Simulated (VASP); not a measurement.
A run of VASP 6.6.1 is set up as follows.

INCAR

```
SYSTEM = In
  PREC = Accurate
  ENCUT = 520
  EDIFF = 1E-6
  ISMEAR = -1
  SIGMA = 0.1
  LREAL = .False.
  LASPH = .True.
  NELM = 100
  ALGO = Normal
  ISIF = 2
  LWAVE = .False.
  LCHARG = .True.
  GGA = B5
  ALDAX = 1.0
  AGGAX = 1.0
  AGGAC = 1.0
  ALDAC = 0.0
  LELF = .True.
  LVHAR = .True.
  NBANDS = 34
```

KPOINTS

```
Automatic mesh
0
Gamma
  12 12 3
  0 0 0
```

Contents of POSCAR:

```
In
1.0
    3.5394053551      0.0000000000      0.0000000000
   -1.7697026775      3.0652149518      0.0000000000
    0.0000000000      0.0000000000     11.4898213221
In
4
Direct
    0.0000000000      0.0000000000      1.0000000000
    0.0000000000      1.0000000000      0.5000000000
    0.3333333333      0.6666666667      0.2500000000
    0.6666666667      0.3333333333      0.7500000000
```

Potentials or basis: VASP PAW PBE potentials, release 64 (In_d).

Command:

```console
$ cat potpaw_PBE.64/In_d/POTCAR > POTCAR
$ mpirun -np 1 vasp_std > vasp.out
```

(1) Predict the pressure.

(2) What does it give for the band gap on the k mesh?

Results:

(1) 0.0 GPa.

(2) zero (bands 26 and 27 overlap by 3.92 eV).

Caveat: the PAW data sets were made with another functional, which shifts forces and pressure a little; spin-orbit coupling is left out, which moves the levels of the heavy elements.
